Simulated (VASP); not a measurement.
Runs of VASP 6.6.1 on Ni. The structure is that of space group Fm-3m (No. 225), or close to it. The cells are those of the table. 

```tsv
spin	cell	k mesh	cutoff (eV)	smearing	gap on the mesh (eV)	pressure (GPa)	moment (μB)
off	a = 2.419 Å, angles 60.0°, 1 atom	16 × 16 × 16	520	fermi-dirac 0.1 eV	none	0.1	-
off	a = 2.419 Å, angles 60.0°, 1 atom	16 × 16 × 16	600	methfessel-paxton 0.3 eV	none	-0.5	-
off	a = 2.419 Å, angles 60.0°, 1 atom	26 × 26 × 26	520	fermi-dirac 0.1 eV	none	(a)	-
collinear, ferromagnetic start	a = 2.485 Å, angles 60.0°, 1 atom	26 × 26 × 26	520	fermi-dirac 0.05 eV	none	-16.4	0.58
collinear, ferromagnetic start	a = 2.422 Å, angles 60.0°, 1 atom	16 × 16 × 16	520	methfessel-paxton 0.01 eV	none	-0.7	0.57
collinear, ferromagnetic start	a = 2.454 Å, angles 60.0°, 1 atom	26 × 26 × 26	520	fermi-dirac 0.05 eV	none	(b)	0.57
off	a = 2.419 Å, angles 60.0°, 1 atom	16 × 16 × 16	600	methfessel-paxton 1 eV	none	-0.8	-
off	a = 2.419 Å, angles 60.0°, 1 atom	16 × 16 × 16	600	fermi-dirac 0.03 eV	none	-0.7	-
off	a = 2.419 Å, angles 60.0°, 1 atom	16 × 16 × 16	600	methfessel-paxton 0.6 eV	none	-0.5	-
off	a = 2.419 Å, angles 60.0°, 1 atom	16 × 16 × 16	600	methfessel-paxton 0.1 eV	none	-0.8	-
```

Alike in all rows: task single point; level LDA; potentials or basis VASP PAW LDA potentials, release 64 (Ni).

**Question.** Fill in the values left out.

**Answer.** (a) 0.0; (b) -9.4.

A gap of «none» marks levels without a gap at the run's occupations.
